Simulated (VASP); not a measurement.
Set up this calculation in VASP 6.6.1, as the native input.

```
Task                   : single point
Functional             : LDA
Potentials or basis    : VASP PAW LDA potentials, release 64 (Ta_pv, F)
Cutoff                 : 600 eV
k mesh                 : 12 × 12 × 12
Occupations            : gaussian, width 0.15 eV
Spin                   : no spin polarisation
Dipole correction      : no
Further INCAR settings : ALGO = Normal; EDIFF = 1e-06; NBANDS = 24
```

The structure of TaF3 lies in POSCAR:

```
TaF3
1.0
    3.7841640000      0.0000000000      0.0000000000
    0.0000000000      3.7841640000      0.0000000000
    0.0000000000      0.0000000000      4.0182360000
Ta F
1 3
Direct
    0.0000000000      0.0000000000      0.0000000000
    0.5000000000      0.0000000000      0.0000000000
    0.0000000000      0.5000000000      0.0000000000
    0.0000000000      0.0000000000      0.5000000000
```

This cell differs from its parent crystal: strain -0.030 along x and y, +0.030 along z.

These files were run (other wordings do the same):

INCAR

```
PREC     = Accurate       # precision mode
ENCUT    = 600            # plane-wave cutoff, eV
EDIFF    = 1E-6           # SCF threshold, eV
ISMEAR   = 0              # smearing method
SIGMA    = 0.15           # smearing width, eV
LREAL    = F              # projectors in reciprocal space
LASPH    = T              # aspherical terms in the spheres
NELM     = 120            # most SCF steps
ALGO     = Normal         # electronic algorithm
ISIF     = 2              # what is computed and relaxed
LWAVE    = F              # write WAVECAR
LCHARG   = F              # write CHGCAR
GGA      = CA             # functional
NBANDS   = 24             # bands
GGA_COMPAT= F
```

KPOINTS

```
regular mesh
0
Gamma
  12 12 12
```

Potentials or basis: VASP PAW LDA potentials, release 64 (Ta_pv, F).

Command:

```console
$ cat potpaw_LDA.64/Ta_pv/POTCAR potpaw_LDA.64/F/POTCAR > POTCAR
$ mpirun -np 1 vasp_std > vasp.out
```

Results of the run:

| Quantity | Value |
| --- | --- |
| Pressure | 24.4 GPa |
| Band gap on the k mesh | zero (band 16 reaches 6.64 eV, above the bottom of band 17 at 3.48 eV) |

Caveat: the cell differs from its parent crystal (strain -0.030 along x and y, +0.030 along z); spin-orbit coupling is left out, which moves the levels of the heavy elements.

Run time: 3 min on 1 thread of AMD EPYC 9R45 (Zen 5) (shared host), peak memory 0.33 GiB.
